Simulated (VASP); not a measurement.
# Si2W: single point with LDA

The system is Si2W.

```
Si W
1.0
    -1.65860    1.65860    3.58424
     1.65860   -1.65860    3.58424
     1.65860    1.65860   -3.58424
Si W
2 1
Cartesian
  0.0000 0.0000 2.3990
  0.0000 0.0000 4.7694
  0.0000 0.0000 0.0000
```

```yaml
Program: VASP 6.6.1
Task: single point
Functional: LDA
Potentials_or_basis: VASP PAW LDA potentials, release 64 (Si, W_sv)
Cutoff: 520 eV
k_mesh: 20 × 20 × 20
Occupations: gaussian, width 0.15 eV
Spin: no spin polarisation
Dipole_correction: no
Further_INCAR_settings: ALGO = Normal; EDIFF = 1e-07; NBANDS = 18
```

```
Pressure               : 7.8 GPa
Largest force          : 0.169 eV/Å
Band gap on the k mesh : zero (bands 11 and 12 overlap by 0.56 eV)
```

Forces on the atoms (eV/Å):
```
Si   0.000  0.000  0.169
Si   0.000  0.000 -0.169
W    0.000  0.000  0.000
```

Stress tensor (GPa, compression positive):
```
-13.46   0.00   0.00
  0.00 -13.46   0.00
  0.00   0.00  50.31
```

Levels at points of the mesh, in eV from the Fermi level:
| k point | band 7 | band 8 | band 9 | band 10 | band 11 | band 12 | band 13 | band 14 | band 15 | band 16 |
| --- | --- | --- | --- | --- | --- | --- | --- | --- | --- | --- |
| (0.00, 0.00, 0.00) | -3.20 | -3.20 | -2.98 | -1.80 | 0.18 | 2.54 | 2.54 | 2.74 | 3.17 | 4.74 |
| (0.50, 0.00, 0.00) | -5.18 | -4.26 | -3.22 | -2.37 | -0.56 | 2.27 | 2.47 | 4.59 | 5.39 | 5.53 |
| (0.50, 0.50, 0.00) | -5.94 | -5.13 | -5.01 | -2.22 | -1.60 | 2.61 | 2.62 | 4.56 | 5.12 | 5.39 |
| (0.50, 0.50, 0.50) | -3.78 | -2.87 | -1.34 | -1.34 | -0.12 | -0.12 | 0.52 | 5.61 | 6.98 | 7.13 |

Wall time 8.7 min on 1 thread of Intel Xeon 8259CL (shared host), peak memory 0.5 GiB.

Caveat: the stress differs along the axes, from -13 to 50 GPa; spin-orbit coupling is left out, which moves the levels of the heavy elements.
